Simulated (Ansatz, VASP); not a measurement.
# GeCl3 in VASP and in Ansatz

INCAR

```
  PREC = Accurate
  ENCUT = 520
  EDIFF = 1E-6
  ISMEAR = 0
  SIGMA = 0.1
  LREAL = F
  LASPH = T
  NELM = 80
  ALGO = Normal
  ISIF = 2
  LWAVE = F
  LCHARG = T
  GGA = PE
  LELF = T
  LVHAR = T
  NBANDS = 45
```

Contents of KPOINTS:

```
regular mesh
0
Gamma
  4 4 4
```

File POSCAR:

```
GeCl3
1.0
    5.7066290400      0.0000000000      0.0000000000
    0.0000000000      5.7066290400      0.0000000000
    0.0000000000      0.0000000000      5.7066290400
Ge Cl
2 6
Direct
    0.0000000000      0.0000000000      0.0000000000
    0.5000000000      0.5000000000      0.5000000000
    0.2500000000      0.0000000000      0.5000000000
    0.5000000000      0.7500000000      0.0000000000
    0.7500000000      0.0000000000      0.5000000000
    0.5000000000      0.2500000000      0.0000000000
    0.0000000000      0.5000000000      0.7500000000
    0.0000000000      0.5000000000      0.2500000000
```

Input for Ansatz:

```yaml
crystal:
  lattice:
    - [5.70662904, 0.0, 0.0]
    - [0.0, 5.70662904, 0.0]
    - [0.0, 0.0, 5.70662904]
  atoms:
    - { symbol: Ge, position: [0.0, 0.0, 0.0] }
    - { symbol: Ge, position: [0.5, 0.5, 0.5] }
    - { symbol: Cl, position: [0.25, 0.0, 0.5] }
    - { symbol: Cl, position: [0.5, 0.75, 0.0] }
    - { symbol: Cl, position: [0.75, 0.0, 0.5] }
    - { symbol: Cl, position: [0.5, 0.25, 0.0] }
    - { symbol: Cl, position: [0.0, 0.5, 0.75] }
    - { symbol: Cl, position: [0.0, 0.5, 0.25] }
basis:
  ecutwfc: 420
kpoints:
  mp_grid: { grid: [4, 4, 4] }
hamiltonian:
  xc: pbe
scf:
  occupations: { method: gaussian, width: 0.1 }
  lower_state_search: "off"
output:
  forces: true
  stress: true
  eigenvalues: true
```

Change from the starting cell: species swapped into the V3Sn type (Pm-3n, No. 223).

Alike in both runs: task single point; functional PBE; k mesh 4 × 4 × 4; occupations gaussian, width 0.1 eV; no spin polarisation.

```csv
,VASP,Ansatz
version,VASP 6.6.1,Ansatz 0.2.0
potentials or method,"VASP PAW PBE potentials, release 64 (Ge_d, Cl), cutoff 520 eV","scalar-relativistic, plane waves, PAW"
valence electrons in the cell,70,70
```

|  | VASP | Ansatz | Ansatz less VASP |
| --- | --- | --- | --- |
| gap on the k mesh at the Fermi level (eV) | none | none | - |
| pressure (GPa) | -4.0 | -3.9 | +0.08 |

A gap of «none» marks a metal or a gap that the smearing closes. The functional is the same, so the differences come from potentials, cutoffs and numerics.
